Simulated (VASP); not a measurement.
# Mo5Rh (F-43m) in VASP: a series of runs

Runs on Mo5Rh. Level: PBE. Tasks: single point.

Program: VASP 6.6.1. These are calculated values, not measurements. Logs are shortened: lines on timing, memory, paths and dates and some standing lists are left out, and cuts for length are marked.

## 1. The cell of the first run

The structure is cubic, space group F-43m (No. 216). The conventional cell has a = 7.285 Å, b = 7.285 Å, c = 7.285 Å, α = 90.00°, β = 90.00°, γ = 90.00°. Within 3.4 Å of Mo (site symmetry 3m) lie 9 Mo at 2.56 to 3.02 Å and 3 Rh at 3.02 Å. Within 4.0 Å of Mo (site symmetry -43m) lie 12 Mo at 3.02 Å and 4 Rh at 3.15 Å. Rh (site symmetry -43m) has 16 Mo at 3.02 to 3.15 Å within 4.0 Å.

The cell was built from a structure type or drawn by symmetry, and may not be a known phase.

## 2. Single point, PBE

Input file INCAR:

```
SYSTEM = Mo5Rh
PREC = Accurate
ENCUT = 500
EDIFF = 1E-6
ISMEAR = 0
SIGMA = 0.2
LREAL = .False.
LASPH = .True.
NELM = 120
ALGO = Normal
ISIF = 2
LWAVE = .False.
LCHARG = .False.
GGA = PE
NBANDS = 52
GGA_COMPAT = .False.
```

Input file KPOINTS:

```
Automatic mesh
0
Gamma
  4 4 4
  0 0 0
```

Input file POSCAR:

```
Mo5Rh
1.0
    0.0000000000      3.6427256318      3.6427256318
    3.6427256318      0.0000000000      3.6427256318
    3.6427256318      3.6427256318      0.0000000000
Mo Rh
5 1
Direct
    0.6240244373      0.1279266882      0.6240244373
    0.2500000000      0.2500000000      0.2500000000
    0.1279266882      0.6240244373      0.6240244373
    0.6240244373      0.6240244373      0.6240244373
    0.6240244373      0.6240244373      0.1279266882
    0.0000000000      0.0000000000      0.0000000000
```

Potentials or basis: VASP PAW PBE potentials, release 64 (Mo_sv, Rh_pv).

The run is started by

```console
$ cat potpaw_PBE.64/Mo_sv/POTCAR potpaw_PBE.64/Rh_pv/POTCAR > POTCAR
$ mpirun -np 1 vasp_std > vasp.out
```

OUTCAR:

```text
SYSTEM = Mo5Rh
   PREC = Accurate
   ENCUT = 500
   EDIFF = 1E-6
   ISMEAR = 0
   LREAL = .False.
   LASPH = .True.
   NELM = 120
   ISIF = 2
   GGA = PE

 ion  position               nearest neighbor table
   1  0.624  0.128  0.624-   3 2.56   4 2.56   5 2.56   3 2.60   5 2.60   4 2.60   2 3.02   2 3.02
                             2 3.02   6 3.02   6 3.02   6 3.02
   2  0.250  0.250  0.250-   1 3.02   3 3.02   3 3.02   5 3.02   1 3.02   5 3.02   4 3.02   4 3.02
                             4 3.02   1 3.02   3 3.02   5 3.02   6 3.15   6 3.15   6 3.15   6 3.15
   3  0.128  0.624  0.624-   1 2.56   4 2.56   5 2.56   1 2.60   5 2.60   4 2.60   2 3.02   2 3.02
                             2 3.02   6 3.02   6 3.02   6 3.02
   4  0.624  0.624  0.624-   1 2.56   3 2.56   5 2.56   3 2.60   1 2.60   5 2.60   2 3.02   2 3.02
                             2 3.02   6 3.02   6 3.02   6 3.02
   5  0.624  0.624  0.128-   1 2.56   3 2.56   4 2.56   1 2.60   3 2.60   4 2.60   2 3.02   2 3.02
                             2 3.02   6 3.02   6 3.02   6 3.02
   6  0.000  0.000  0.000-   1 3.02   3 3.02   5 3.02   4 3.02   4 3.02   4 3.02   1 3.02   3 3.02
                             5 3.02   3 3.02   1 3.02   5 3.02   2 3.15   2 3.15   2 3.15   2 3.15

  LATTYP: Found a face centered cubic cell.
 ALAT       =     7.2854512636

  Lattice vectors:

 A1 = (   0.0000000000,   3.6427256318,   3.6427256318)
 A2 = (   3.6427256318,   0.0000000000,   3.6427256318)
 A3 = (   3.6427256318,   3.6427256318,   0.0000000000)

Analysis of symmetry for initial positions (statically):
=====================================================================
 Subroutine PRICEL returns:
 Original cell was already a primitive cell.

 Routine SETGRP: Setting up the symmetry group for a
 face centered cubic supercell.

 Subroutine GETGRP returns: Found 24 space group operations
 (whereof 24 operations were pure point group operations)
 out of a pool of 48 trial point group operations.

The static configuration has the point symmetry T_d .

Analysis of symmetry for dynamics (positions and initial velocities):
=====================================================================
 Subroutine PRICEL returns:
 Original cell was already a primitive cell.

 Routine SETGRP: Setting up the symmetry group for a
 face centered cubic supercell.

 Subroutine GETGRP returns: Found 24 space group operations
 (whereof 24 operations were pure point group operations)
 out of a pool of 48 trial point group operations.

[... 94 lines left out ...]
   NSW    =      0    number of steps for IOM
   IBRION =     -1    ionic relax: 0-MD 1-quasi-New 2-CG
   NFREE  =      0    steps in history (QN), initial steepest desc. (CG)
   ISIF   =      2    stress and relaxation
   ISYM   =      2    0-nonsym 1-usesym 2-fastsym
   POTIM  = 0.5000    time-step for ionic-motion
   TEBEG  =    0.0;   TEEND  =   0.0 temperature during run
   PSTRESS=    0.0 pullay stress
   NELECT =      85.0000    total number of electrons
   NUPDOWN=      -1.0000    fix difference up-down
   EMIN   =  10.00;   EMAX   =-10.00  energy-range for DOS
   EFERMI =   0.00;   METHOD = LEGACY
   ISMEAR =     0;   SIGMA  =   0.20  broadening in eV -4-tet -1-fermi 0-gaus
   EFERMI_NEDOS =   21; number of points for ismear=-14 and -15
   IALGO  =     38    algorithm
   IMIX   =      4    mixing-type and parameters
     AMIX     =   0.40;   BMIX     =  1.00
     AMIX_MAG =   1.60;   BMIX_MAG =  1.00
  volume/ion in A,a.u.               =      16.11       108.73
  Fermi-wavevector in a.u.,A,eV,Ry     =   1.568356  2.963763 33.466806  2.459741
  Thomas-Fermi vector in A             =   2.670399
   LORBIT       =      0    0 simple, 1 ext, 2 COOP (PROOUT), +10 PAW based schemes
   GGA     = PE    functional components
   LHFCALC =     F    Hartree Fock is set to
   AEXX    =    0.0000 exact exchange contribution
   IVDW    =     0    specifies the selected vdW correction
   LEPSILON=     F    determine dielectric tensor
   LRPA    =     F    only Hartree local field effects (RPA)
 non-spin polarized calculation
 Gauss-broadening in eV      SIGMA  =   0.20
  energy-cutoff  :      500.00
  volume of cell :       96.67
 maximum number of plane-waves:      2477
 NGX is ok and might be reduce to    40
   NGX = 19   NGY = 19   NGZ = 19

 number of electron      84.9999999 magnetization

 Free energy of the ion-electron system (eV)
  ---------------------------------------------------
  ext. energy  EPLUGINS =         0.00000000
  ---------------------------------------------------
  free energy    TOTEN  =       -60.24094734 eV

  energy without entropy =      -60.13872594  energy(sigma->0) =      -60.18983664

 E-fermi :  11.2457     XC(G=0): -13.1397

 val. band max:       11.2427536014   @ k =   0.0000   0.0000   0.0000
 cond. band min:      11.2998834216   @ k =  -0.2500   0.5000   0.2500
 fundamental gap:      0.0571298202
 Fermi energy:        11.2457189500

 k-point     1 :       0.0000    0.0000    0.0000
  band No.  band energies     occupation
      1     -49.7490      2.00000
      2     -49.3888      2.00000
      3     -49.3094      2.00000
      4     -49.3094      2.00000
      5     -49.3094      2.00000
      6     -34.8326      2.00000
[... 429 lines left out ...]
     51      14.0153      0.00000
     52      14.1688      0.00000

------------------------ aborting loop because EDIFF is reached ----------------------------------------

  FORCE on cell =-STRESS in cart. coord.  units (eV):
  Direction    XX          YY          ZZ          XY          YZ          ZX
  --------------------------------------------------------------------------------------
  -------------------------------------------------------------------------------------
  Total        0.5201113      0.5201113      0.5201113      0.0000000      0.0000000     -0.0000000
  in kB        8.6198062      8.6198062      8.6198062      0.0000000      0.0000000     -0.0000000
  external PRESSURE =       8.6198062 kB  Pullay stress =       0.0000000 kB

 VOLUME and BASIS-vectors are now :
 -----------------------------------------------------------------------------
  energy-cutoff  :      500.00
  volume of cell :       96.67
      direct lattice vectors                 reciprocal lattice vectors
     0.000000000  3.642725632  3.642725632    -0.137259857  0.137259857  0.137259857
     3.642725632  0.000000000  3.642725632     0.137259857 -0.137259857  0.137259857
     3.642725632  3.642725632  0.000000000     0.137259857  0.137259857 -0.137259857

 POSITION                                       TOTAL-FORCE (eV/Angst)
 -----------------------------------------------------------------------------------
      2.73915      4.54630      2.73915         0.003604     -0.003604      0.003604
      1.82136      1.82136      1.82136        -0.000000     -0.000000     -0.000000
      4.54630      2.73915      2.73915        -0.003604      0.003604      0.003604
      4.54630      4.54630      4.54630        -0.003604     -0.003604     -0.003604
      2.73915      2.73915      4.54630         0.003604      0.003604     -0.003604
      0.00000      0.00000      0.00000        -0.000000     -0.000000     -0.000000
 -----------------------------------------------------------------------------------
    total drift:                               -0.000001     -0.000001     -0.000001

  FREE ENERGIE OF THE ION-ELECTRON SYSTEM (eV)
  ---------------------------------------------------
  free  energy   TOTEN  =       -60.2409473429 eV

  energy  without entropy=      -60.1387259439  energy(sigma->0) =      -60.18983664
```

OSZICAR:

```text
N       E                     dE             d eps       ncg     rms          rms(c)
DAV:   1     0.108630033865E+04    0.10863E+04   -0.51035E+04   856   0.167E+03
DAV:   2    -0.198583776898E+02   -0.11062E+04   -0.10806E+04   892   0.551E+02
DAV:   3    -0.631831451912E+02   -0.43325E+02   -0.42101E+02  1100   0.106E+02
DAV:   4    -0.641432168726E+02   -0.96007E+00   -0.94765E+00   976   0.129E+01
DAV:   5    -0.641660534454E+02   -0.22837E-01   -0.22794E-01   992   0.191E+00    0.345E+01
DAV:   6    -0.628478984562E+02    0.13182E+01   -0.27264E+01  1028   0.244E+01    0.166E+01
DAV:   7    -0.614387799606E+02    0.14091E+01   -0.18644E+01  1040   0.230E+01    0.102E+01
DAV:   8    -0.603428540960E+02    0.10959E+01   -0.60598E+00  1004   0.976E+00    0.280E+00
DAV:   9    -0.602667242924E+02    0.76130E-01   -0.41337E-01  1060   0.315E+00    0.171E+00
DAV:  10    -0.602438612785E+02    0.22863E-01   -0.84822E-02  1072   0.154E+00    0.112E+00
DAV:  11    -0.602410505762E+02    0.28107E-02   -0.12277E-02   948   0.794E-01    0.115E-01
DAV:  12    -0.602409727234E+02    0.77853E-04   -0.69629E-04   960   0.188E-01    0.575E-02
DAV:  13    -0.602409472401E+02    0.25483E-04   -0.11878E-04  1040   0.559E-02    0.309E-02
DAV:  14    -0.602409474671E+02   -0.22699E-06   -0.11850E-05   888   0.166E-02    0.578E-03
DAV:  15    -0.602409473429E+02    0.12424E-06   -0.21894E-06   696   0.755E-03
   1 F= -.60240947E+02 E0= -.60189837E+02  d E =-.102221E+00
```

Wall time 99 s (1 thread of Intel Xeon 8259CL, shared host); peak memory 0.25 GiB.

What came out:

- Free energy: -60.2409 eV
- Pressure: 0.9 GPa
- Largest force: 0.006 eV/Å
- Band gap on the k mesh: zero (an odd number of electrons rules out a gap without spin polarisation)

Forces in eV/Å, atoms in the order of the input:
```
Mo   0.004 -0.004  0.004
Mo   0.000  0.000  0.000
Mo  -0.004  0.004  0.004
Mo  -0.004 -0.004 -0.004
Mo   0.004  0.004 -0.004
Rh   0.000  0.000  0.000
```

Caveat: the k points lie up to 0.37 Å⁻¹ apart, too coarse for converged energies and pressures of a metal.

## 3. Single point, PBE

Input file INCAR:

```
SYSTEM = Mo5Rh
  ALGO = Normal
  EDIFF = 1E-6
  ENCUT = 500
  GGA = PE
  GGA_COMPAT = .FALSE.
  ISIF = 2
  ISMEAR = 0
  LASPH = .TRUE.
  LCHARG = .FALSE.
  LREAL = .FALSE.
  LWAVE = .FALSE.
  NBANDS = 52
  NELM = 120
  PREC = Accurate
  SIGMA = 0.2
```

Input file KPOINTS:

```
k-points
0
G
  4 4 4
  0 0 0
```

Input file POSCAR:

```
Mo5Rh
1.0
    0.0000000000      3.6448451086      3.6448451086
    3.6448451086      0.0000000000      3.6448451086
    3.6448451086      3.6448451086      0.0000000000
Mo Rh
5 1
Direct
    0.3758790899      0.8723627303      0.3758790899
    0.3758790899      0.3758790899      0.3758790899
    0.7500000000      0.7500000000      0.7500000000
    0.8723627303      0.3758790899      0.3758790899
    0.3758790899      0.3758790899      0.8723627303
    0.0000000000      0.0000000000      0.0000000000
```

Potentials or basis: VASP PAW PBE potentials, release 64 (Mo_sv, Rh_pv).

The run is started by

```console
$ cat potpaw_PBE.64/Mo_sv/POTCAR potpaw_PBE.64/Rh_pv/POTCAR > POTCAR
$ mpirun -np 1 vasp_std > vasp.out
```

It took 1.7 min on 1 thread of Intel Xeon 8259CL, shared host; peak memory 0.25 GiB.

It converged, with:

```yaml
Free_energy: -60.2415 eV
Pressure: 0.4 GPa
Largest_force: 0.070 eV/Å
Band_gap_on_the_k_mesh: zero (an odd number of electrons rules out a gap without spin polarisation)
```

Forces on the atoms (eV/Å):
```
Mo  -0.040  0.040 -0.040
Mo   0.040  0.040  0.040
Mo   0.000  0.000  0.000
Mo   0.040 -0.040 -0.040
Mo  -0.040 -0.040  0.040
Rh   0.000  0.000  0.000
```

Levels at points of the mesh, in eV from the Fermi level:
```csv
k point,band 41,band 42,band 43,band 44,band 45,band 46
"(0.00, 0.00, 0.00)",-0.26,0.00,0.00,2.04,2.04,2.04
"(0.50, 0.00, 0.00)",-0.66,-0.24,0.07,0.07,1.08,1.08
"(0.50, 0.50, 0.00)",-0.61,-0.61,-0.01,0.72,0.77,0.77
```

Caveat: the k points lie up to 0.37 Å⁻¹ apart, too coarse for converged energies and pressures of a metal.

## 4. Single point, PBE

This run uses another cell than the first one, of 16.14 Å³/atom.

Input file INCAR:

```
PREC = Accurate ; ENCUT = 500
EDIFF = 1E-6 ; ISMEAR = 0
SIGMA = 0.2 ; LREAL = F
LASPH = T ; NELM = 120
ALGO = Normal ; ISIF = 2
LWAVE = F ; LCHARG = T
GGA = PE ; LELF = T
LVHAR = T ; NBANDS = 52
GGA_COMPAT = F
```

Input file KPOINTS:

```
regular mesh
0
Gamma
  4 4 4
```

Input file POSCAR:

```
Mo5Rh
1.0
    0.0000000000      3.6451861900      3.6451861900
    3.6451861900      0.0000000000      3.6451861900
    3.6451861900      3.6451861900      0.0000000000
Mo Rh
5 1
Direct
    0.3779310050      0.8740229983      0.8740229983
    0.8740229983      0.3779310050      0.8740229983
    0.8740229983      0.8740229983      0.3779310050
    0.8740229983      0.8740229983      0.8740229983
    0.5000000000      0.5000000000      0.5000000000
    0.2500000000      0.2500000000      0.2500000000
```

The run is started by

```console
$ cat potpaw_PBE.64/Mo_sv/POTCAR potpaw_PBE.64/Rh_pv/POTCAR > POTCAR
$ mpirun -np 1 vasp_std > vasp.out
```

Wall time 1.7 min (1 thread of Intel Xeon 8259CL, shared host); peak memory 0.25 GiB.

The run converged. Its results:

* Free energy: -60.2418 eV
* Pressure: 0.4 GPa
* Largest force: 0.008 eV/Å
* Band gap on the k mesh: zero (an odd number of electrons rules out a gap without spin polarisation)

Forces in eV/Å, atoms in the order of the input:
```
Mo  -0.004  0.004  0.004
Mo   0.004 -0.004  0.004
Mo   0.004  0.004 -0.004
Mo  -0.004 -0.004 -0.004
Mo   0.000  0.000  0.000
Rh   0.000  0.000  0.000
```

Levels at points of the mesh, in eV from the Fermi level:
```csv
k point,band 41,band 42,band 43,band 44,band 45,band 46
"(0.00, 0.00, 0.00)",-0.27,0.00,0.00,2.04,2.04,2.04
"(0.50, 0.00, 0.00)",-0.66,-0.24,0.07,0.07,1.08,1.08
"(0.50, 0.50, 0.00)",-0.61,-0.61,-0.01,0.71,0.77,0.77
```

Caveat: the k points lie up to 0.37 Å⁻¹ apart, too coarse for converged energies and pressures of a metal.

## 5. Single point, PBE

This run uses another cell than the first one, of 16.15 Å³/atom.

Input file INCAR:

```
ALGO = Normal
EDIFF = 1E-6
ENCUT = 500
GGA = PE
GGA_COMPAT = F
ISIF = 2
ISMEAR = 0
LASPH = T
LCHARG = T
LELF = T
LREAL = F
LVHAR = T
LWAVE = F
NBANDS = 52
NELM = 120
PREC = Accurate
SIGMA = 0.2
```

Input file KPOINTS:

```
k-points
0
Gamma
  4 4 4
```

Input file POSCAR:

```
Mo5Rh
1.0
    0.0000000000      3.6454427343      3.6454427343
    3.6454427343      0.0000000000      3.6454427343
    3.6454427343      3.6454427343      0.0000000000
Mo Rh
5 1
Direct
    0.1240184732      0.1240184732      0.1240184732
    0.1240184732      0.1240184732      0.6279445803
    0.1240184732      0.6279445803      0.1240184732
    0.6279445803      0.1240184732      0.1240184732
    0.7500000000      0.7500000000      0.7500000000
    0.5000000000      0.5000000000      0.5000000000
```

The run is started by

```console
$ cat potpaw_PBE.64/Mo_sv/POTCAR potpaw_PBE.64/Rh_pv/POTCAR > POTCAR
$ mpirun -np 1 vasp_std > vasp.out
```

Run time: 1.7 min. Hardware: 1 thread of Intel Xeon 8259CL, shared host; peak memory 0.25 GiB.

The run converged. Its results:

* Free energy: -60.2418 eV
* Pressure: 0.3 GPa
* Largest force: 0.005 eV/Å
* Band gap on the k mesh: zero (an odd number of electrons rules out a gap without spin polarisation)

Forces on the atoms (eV/Å):
```
Mo  -0.003 -0.003 -0.003
Mo   0.003  0.003 -0.003
Mo   0.003 -0.003  0.003
Mo  -0.003  0.003  0.003
Mo   0.000  0.000  0.000
Rh   0.000  0.000  0.000
```

Levels at points of the mesh, in eV from the Fermi level:
```
           k point  band 39  band 40  band 41  band 42  band 43  band 44  band 45  band 46  band 47  band 48
(0.00, 0.00, 0.00)    -0.27    -0.27    -0.27     0.00     0.00     2.04     2.04     2.04     2.82     2.82
(0.50, 0.00, 0.00)    -0.78    -0.66    -0.66    -0.24     0.07     0.07     1.08     1.08     1.58     1.81
(0.50, 0.50, 0.00)    -1.20    -0.73    -0.61    -0.61    -0.01     0.71     0.77     0.77     1.13     1.54
```

Caveat: the k points lie up to 0.37 Å⁻¹ apart, too coarse for converged energies and pressures of a metal.
